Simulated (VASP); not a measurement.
# Si2W (P6_222) in VASP: settings compared

The runs below take Si2W through relaxation of cell and atoms, single point, with PBEsol, PBEsol+D3(BJ), revPBE+D3(BJ), RPBE.

Everything below comes from runs of VASP 6.6.1. Logs are shortened: lines on timing, memory, paths and dates and some standing lists are left out, and cuts for length are marked.

## Step 1: The cell of the first run

It takes space group P6_222 (No. 180, hexagonal). Conventional cell: a = 4.617 Å, b = 4.617 Å, c = 6.653 Å, α = 90.00°, β = 90.00°, γ = 120.00°. W (site symmetry 222) has 10 Si at 2.59 to 2.69 Å and 4 W at 3.20 Å within 3.4 Å. Within 3.4 Å of Si (site symmetry 2) lie 9 Si at 2.57 to 3.23 Å and 5 W at 2.59 to 2.69 Å.

## Step 2: Relaxation of cell and atoms, PBEsol

File INCAR:

```
SYSTEM = Si2W
PREC = Accurate
ENCUT = 600
EDIFF = 1E-6
ISMEAR = -1
SIGMA = 0.05
LREAL = .False.
LASPH = .True.
NELM = 80
ALGO = Normal
ISIF = 3
LWAVE = .False.
LCHARG = .False.
GGA = PS
IBRION = 2
NSW = 60
EDIFFG = -0.01
```

File KPOINTS:

```
Automatic mesh
0
Gamma
  7 7 4
  0 0 0
```

File POSCAR:

```
Si2W
1.0
    4.6168523821      0.0000000000      0.0000000000
   -2.3084261911      3.9983114484      0.0000000000
    0.0000000000      0.0000000000      6.6532220000
W Si
3 6
Direct
    0.5000000000      0.0000000000      0.5000000000
    0.5000000000      0.5000000000      0.8333333333
    0.0000000000      0.5000000000      0.1666666667
    0.3272520000      0.1636260000      0.1666666667
    0.8363740000      0.1636260000      0.8333333333
    0.1636260000      0.3272520000      0.5000000000
    0.6727480000      0.8363740000      0.1666666667
    0.1636260000      0.8363740000      0.8333333333
    0.8363740000      0.6727480000      0.5000000000
```

Potentials or basis: VASP PAW PBE potentials, release 64 (W_sv, Si).

Run with:

```console
$ cat potpaw_PBE.64/W_sv/POTCAR potpaw_PBE.64/Si/POTCAR > POTCAR
$ mpirun -np 1 vasp_std > vasp.out
```

OUTCAR:

```text
SYSTEM = Si2W
   PREC = Accurate
   ENCUT = 600
   EDIFF = 1E-6
   ISMEAR = -1
   LREAL = .False.
   LASPH = .True.
   NELM = 80
   ISIF = 3
   GGA = PS
   IBRION = 2
   NSW = 60
   EDIFFG = -0.01

 ion  position               nearest neighbor table
   1  0.500  0.000  0.500-   5 2.59   8 2.59   7 2.59   4 2.59   6 2.65   9 2.65   9 2.65   6 2.65
                             6 2.69   9 2.69   3 3.20   3 3.20   2 3.20   2 3.20
   2  0.500  0.500  0.833-   6 2.59   9 2.59   7 2.59   4 2.59   8 2.65   5 2.65   8 2.65   5 2.65
                             8 2.69   5 2.69   1 3.20   1 3.20   3 3.20   3 3.20
   3  0.000  0.500  0.167-   6 2.59   9 2.59   8 2.59   5 2.59   4 2.65   7 2.65   7 2.65   4 2.65
                             7 2.69   4 2.69   1 3.20   1 3.20   2 3.20   2 3.20
   4  0.327  0.164  0.167-   6 2.57   8 2.57   1 2.59   2 2.59   7 2.62   3 2.65   3 2.65   3 2.69
                             7 2.69   7 2.69
   5  0.836  0.164  0.833-   6 2.57   7 2.57   1 2.59   3 2.59   8 2.62   2 2.65   2 2.65   2 2.69
                             8 2.69   8 2.69
   6  0.164  0.327  0.500-   5 2.57   4 2.57   2 2.59   3 2.59   9 2.62   1 2.65   1 2.65   1 2.69
                             9 2.69   9 2.69
   7  0.673  0.836  0.167-   9 2.57   5 2.57   1 2.59   2 2.59   4 2.62   3 2.65   3 2.65   3 2.69
                             4 2.69   4 2.69
   8  0.164  0.836  0.833-   9 2.57   4 2.57   1 2.59   3 2.59   5 2.62   2 2.65   2 2.65   2 2.69
                             5 2.69   5 2.69
   9  0.836  0.673  0.500-   8 2.57   7 2.57   2 2.59   3 2.59   6 2.62   1 2.65   1 2.65   1 2.69
                             6 2.69   6 2.69

  LATTYP: Found a hexagonal cell.
 ALAT       =     4.6168523821
 C/A-ratio  =     1.4410731488

  Lattice vectors:

 A1 = (   4.6168523821,   0.0000000000,   0.0000000000)
 A2 = (  -2.3084261911,   3.9983114484,   0.0000000000)
 A3 = (   0.0000000000,   0.0000000000,   6.6532220000)

Analysis of symmetry for initial positions (statically):
=====================================================================
 Subroutine PRICEL returns:
 Original cell was already a primitive cell.

 Routine SETGRP: Setting up the symmetry group for a
 hexagonal supercell.

 Subroutine GETGRP returns: Found 12 space group operations
 (whereof  4 operations were pure point group operations)
 out of a pool of 24 trial point group operations.

The static configuration has the point symmetry D_2 .
 The point group associated with its full space group is D_6 .

Analysis of symmetry for dynamics (positions and initial velocities):
=====================================================================
 Subroutine PRICEL returns:
 Original cell was already a primitive cell.

 Routine SETGRP: Setting up the symmetry group for a
 hexagonal supercell.

 Subroutine GETGRP returns: Found 12 space group operations
 (whereof  4 operations were pure point group operations)
 out of a pool of 24 trial point group operations.

The dynamic configuration has the point symmetry D_2 .
 The point group associated with its full space group is D_6 .

 Subroutine INISYM returns: Found 12 space group operations
 (whereof  4 operations are pure point group operations),
 and found     1 'primitive' translations

----------------------------------------------------------------------------------------

                                     Primitive cell

  volume of cell :     122.8159

  direct lattice vectors                    reciprocal lattice vectors
     4.616852382  0.000000000  0.000000000     0.216597785  0.125052790  0.000000000
    -2.308426191  3.998311448  0.000000000     0.000000000  0.250105579  0.000000000
     0.000000000  0.000000000  6.653222000     0.000000000  0.000000000  0.150303116

  length of vectors
     4.616852382  4.616852382  6.653222000     0.250105579  0.250105579  0.150303116

  position of ions in fractional coordinates (direct lattice)
     0.500000000  0.000000000  0.500000000
     0.500000000  0.500000000  0.833333333
     0.000000000  0.500000000  0.166666667
     0.327252000  0.163626000  0.166666667
     0.836374000  0.163626000  0.833333333
     0.163626000  0.327252000  0.500000000
     0.672748000  0.836374000  0.166666667
     0.163626000  0.836374000  0.833333333
     0.836374000  0.672748000  0.500000000

  ion indices of the primitive-cell ions
   primitive index   ion index
                 1           1
                 2           2
                 3           3
                 4           4
                 5           5
                 6           6
                 7           7
                 8           8
                 9           9

----------------------------------------------------------------------------------------

 KPOINTS: Automatic mesh

Automatic generation of k-mesh.
 Grid dimensions read from file:
 generate k-points for:    7    7    4

 Generating k-lattice:

  Cartesian coordinates                     Fractional coordinates (reciprocal lattice)
     0.030942541  0.017864684  0.000000000     0.142857143  0.000000000  0.000000000
     0.000000000  0.035729368  0.000000000     0.000000000  0.142857143  0.000000000
     0.000000000  0.000000000  0.037575779     0.000000000  0.000000000  0.250000000

  Length of vectors
     0.035729368  0.035729368  0.037575779

  Shift w.r.t. Gamma in fractional coordinates (k-lattice)
     0.000000000  0.000000000  0.000000000

 Subroutine IBZKPT returns following result:
 ===========================================

 Found     24 irreducible k-points:

 Following reciprocal coordinates:
            Coordinates               Weight
  0.000000  0.000000  0.000000      1.000000
  0.142857  0.000000  0.000000      6.000000
  0.285714  0.000000  0.000000      6.000000
  0.428571  0.000000  0.000000      6.000000
  0.142857  0.142857  0.000000      6.000000
  0.285714  0.142857  0.000000     12.000000
[... 16 lines left out ...]
  0.428571  0.142857  0.500000      6.000000
  0.285714  0.285714  0.500000      6.000000
   k-points           NKPTS =     24   k-points in BZ     NKDIM =     24   number of bands    NBANDS=     39
   number of dos      NEDOS =    301   number of ions     NIONS =      9
   total plane-waves  NPLWV =  86400
   dimension x,y,z NGX =    40 NGY =   40 NGZ =   54
   dimension x,y,z NGXF=    80 NGYF=   80 NGZF=  108
   ions per type =               3   6
   NGX,Y,Z   is equivalent  to a cutoff of  14.40, 14.40, 13.49 a.u.
   NGXF,Y,Z  is equivalent  to a cutoff of  28.81, 28.81, 26.99 a.u.
 SYSTEM =  Si2W
   PREC   = accura    normal or accurate (medium, high low for compatibility)
   ISTART =      0    job   : 0-new  1-cont  2-samecut
   ICHARG =      2    charge: 1-file 2-atom 10-const
   ISPIN  =      1    spin polarized calculation?
   LNONCOLLINEAR =      F non collinear calculations
   LSORBIT =      F    spin-orbit coupling
   LASPH  =      T    aspherical Exc in radial PAW
   ENCUT  =  600.0 eV  44.10 Ry    6.64 a.u.   9.22  9.22 13.29*2*pi/ulx,y,z
   NELM   =     80;   NELMIN=  2; NELMDL= -5     # of ELM steps
   EDIFF  = 0.1E-05   stopping-criterion for ELM
   LREAL  =      F    real-space projection
   EDIFFG = -.1E-01   stopping-criterion for IOM
   NSW    =     60    number of steps for IOM
   IBRION =      2    ionic relax: 0-MD 1-quasi-New 2-CG
   NFREE  =      1    steps in history (QN), initial steepest desc. (CG)
   ISIF   =      3    stress and relaxation
   ISYM   =      2    0-nonsym 1-usesym 2-fastsym
   POTIM  = 0.5000    time-step for ionic-motion
   TEBEG  =    0.0;   TEEND  =   0.0 temperature during run
   PSTRESS=    0.0 pullay stress
   NELECT =      66.0000    total number of electrons
   NUPDOWN=      -1.0000    fix difference up-down
   EMIN   =  10.00;   EMAX   =-10.00  energy-range for DOS
   EFERMI =   0.00;   METHOD = LEGACY
   ISMEAR =    -1;   SIGMA  =   0.05  broadening in eV -4-tet -1-fermi 0-gaus
   EFERMI_NEDOS =   21; number of points for ismear=-14 and -15
   IALGO  =     38    algorithm
   IMIX   =      4    mixing-type and parameters
     AMIX     =   0.40;   BMIX     =  1.00
     AMIX_MAG =   1.60;   BMIX_MAG =  1.00
  volume/ion in A,a.u.               =      13.65        92.09
  Fermi-wavevector in a.u.,A,eV,Ry     =   1.330979  2.515186 24.102797  1.771506
  Thomas-Fermi vector in A             =   2.460025
   LORBIT       =      0    0 simple, 1 ext, 2 COOP (PROOUT), +10 PAW based schemes
   GGA     = PS    functional components
   LHFCALC =     F    Hartree Fock is set to
   AEXX    =    0.0000 exact exchange contribution
   IVDW    =     0    specifies the selected vdW correction
   LEPSILON=     F    determine dielectric tensor
   LRPA    =     F    only Hartree local field effects (RPA)
 conjugate gradient relaxation of ions
 non-spin polarized calculation
  energy-cutoff  :      600.00
  volume of cell :      122.82
 maximum number of plane-waves:      4118
 NGX is ok and might be reduce to    40
   NGX = 19   NGY = 19   NGZ = 27

--------------------------------------- Ionic step        1  -------------------------------------------

 number of electron      66.0000003 magnetization

 Free energy of the ion-electron system (eV)
  ---------------------------------------------------
  ext. energy  EPLUGINS =         0.00000000
  ---------------------------------------------------
  free energy    TOTEN  =       -79.26594408 eV

  energy without entropy =      -79.26272035  energy(sigma->0) =      -79.26433221

------------------------ aborting loop because EDIFF is reached ----------------------------------------

  FORCE on cell =-STRESS in cart. coord.  units (eV):
  Direction    XX          YY          ZZ          XY          YZ          ZX
  --------------------------------------------------------------------------------------
  -------------------------------------------------------------------------------------
  Total       -4.0224936     -4.0224936     -4.1062808      0.0000000     -0.0000000     -0.0000000
  in kB      -52.4748639    -52.4748639    -53.5678971      0.0000000     -0.0000000     -0.0000000
  external PRESSURE =     -52.8392083 kB  Pullay stress =       0.0000000 kB
[... 157 lines left out ...]
  energy  without entropy=      -79.3117766800  energy(sigma->0) =      -79.31313241

--------------------------------------- Ionic step        5  -------------------------------------------

 number of electron      65.9999998 magnetization

 Free energy of the ion-electron system (eV)
  ---------------------------------------------------
  ext. energy  EPLUGINS =         0.00000000
  ---------------------------------------------------
  free energy    TOTEN  =       -79.31463529 eV

  energy without entropy =      -79.31198034  energy(sigma->0) =      -79.31330782

 E-fermi :  12.6246     XC(G=0): -12.6598

 val. band max:       12.5161455255   @ k =   0.4286   0.0000   0.5000
 cond. band min:      12.7425312096   @ k =   0.4286   0.0000   0.0000
 fundamental gap:      0.2263856841
 Fermi energy:        12.6245795635

 k-point     1 :       0.0000    0.0000    0.0000
  band No.  band energies     occupation
      1     -61.6447      2.00000
      2     -61.6313      2.00000
      3     -61.6313      2.00000
      4     -26.0383      2.00000
      5     -26.0342      2.00000
      6     -26.0342      2.00000
[... 1033 lines left out ...]
  FREE ENERGIE OF THE ION-ELECTRON SYSTEM (eV)
  ---------------------------------------------------
  free  energy   TOTEN  =       -79.3146352950 eV

  energy  without entropy=      -79.3119803406  energy(sigma->0) =      -79.31330782

 reached required accuracy - stopping structural energy minimisation
```

Run time: 13 min. Hardware: 1 thread of Intel Xeon 8259CL, shared host; peak memory 0.36 GiB.

Results:

* Free energy: -79.3146 eV
* Relaxed volume: 13.32 Å³/atom
* Relaxed cell: a = 4.578 Å, b = 4.578 Å, c = 6.606 Å, α = 90.00°, β = 90.00°, γ = 120.00°
* Space group after relaxing (to 0.1 Å): P6_222 (No. 180)
* Energy gained by relaxing: 5.4 meV/atom
* Ionic steps: 5
* Pressure after relaxing: 0.0 GPa
* Largest force after relaxing: 0.004 eV/Å
* Band gap on the k mesh: 0.23 eV (least direct gap 0.72 eV)

Forces in eV/Å, atoms in the order of the input:
```
W    0.000  0.000  0.000
W    0.000  0.000  0.000
W    0.000  0.000  0.000
Si   0.003  0.002  0.000
Si  -0.003  0.002  0.000
Si   0.000  0.004  0.000
Si  -0.003 -0.002  0.000
Si   0.003 -0.002  0.000
Si   0.000 -0.004  0.000
```

The path:
| step | energy change (eV) | largest force (eV/Å) | pressure (GPa) | volume (Å³) |
| --- | --- | --- | --- | --- |
| 1 | 0.0000 | 0.0330 | -5.28 | 122.82 |
| 2 | 0.1140 | 0.0381 | 10.89 | 114.99 |
| 3 | -0.0485 | 0.0097 | -0.06 | 119.98 |
| 4 | -0.0485 | 0.0092 | 0.04 | 119.92 |
| 5 | -0.0487 | 0.0040 | 0.04 | 119.92 |

Final structure:
```yaml
crystal:
  lattice:
    - [4.57847, 0.00000, 0.00000]
    - [-2.28924, 3.96507, 0.00000]
    - [0.00000, 0.00000, 6.60554]
  atoms:
    - { symbol: W, position: [0.50000, 0.00000, 0.50000] }
    - { symbol: W, position: [0.50000, 0.50000, 0.83333] }
    - { symbol: W, position: [0.00000, 0.50000, 0.16667] }
    - { symbol: Si, position: [0.32749, 0.16375, 0.16667] }
    - { symbol: Si, position: [0.83625, 0.16375, 0.83333] }
    - { symbol: Si, position: [0.16375, 0.32749, 0.50000] }
    - { symbol: Si, position: [0.67251, 0.83625, 0.16667] }
    - { symbol: Si, position: [0.16375, 0.83625, 0.83333] }
    - { symbol: Si, position: [0.83625, 0.67251, 0.50000] }
```

Caveat: the PAW data sets were made with another functional, which shifts forces and pressure a little; spin-orbit coupling is left out, which moves the levels of the heavy elements. A k mesh can miss the band edges.

[end of part 1 of 3]
